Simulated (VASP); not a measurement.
A run of VASP 6.6.1 is set up as follows.

File INCAR:

```
SYSTEM = Pd
ALGO     = Fast           ! electronic algorithm
EDIFF    = 1E-6           ! SCF threshold, eV
ENCUT    = 520            ! plane-wave cutoff, eV
GGA      = PE             ! functional
ISIF     = 2              ! what is computed and relaxed
ISMEAR   = 0              ! smearing method
LASPH    = .TRUE.         ! aspherical terms in the spheres
LCHARG   = .FALSE.        ! write CHGCAR
LREAL    = .FALSE.        ! projectors in reciprocal space
LWAVE    = .FALSE.        ! write WAVECAR
NBANDS   = 11             ! bands
NELM     = 80             ! most SCF steps
PREC     = Accurate       ! precision mode
SIGMA    = 0.15           ! smearing width, eV
```

KPOINTS

```
k-points
0
G
  20 20 20
  0 0 0
```

The input POSCAR:

```
Pd
1.0
    0.0850893750      1.9449000000      1.9449000000
    2.0299893750      0.0000000000      2.0299893750
    1.9449000000      1.9449000000      0.0850893750
Pd
1
Direct
    0.0000000000      0.0000000000      0.0000000000
```

Potentials or basis: VASP PAW PBE potentials, release 64 (Pd).

The run is started by

```bash
$ cat potpaw_PBE.64/Pd/POTCAR > POTCAR
$ mpirun -np 1 vasp_std > vasp.out
```

What does it give for the pressure?

8.9 GPa.

Estimate the band gap on the k mesh.

zero (band 5 reaches 10.26 eV, above the bottom of band 6 at 8.50 eV).

Stress tensor (GPa, compression positive):
```
10.01  0.00 -7.90
 0.00  6.79  0.00
-7.90  0.00 10.01
```

Caveat: the cell differs from its parent crystal (strain +0.0875 x Voigt [0, 0, 0, 0, 1, 0]).
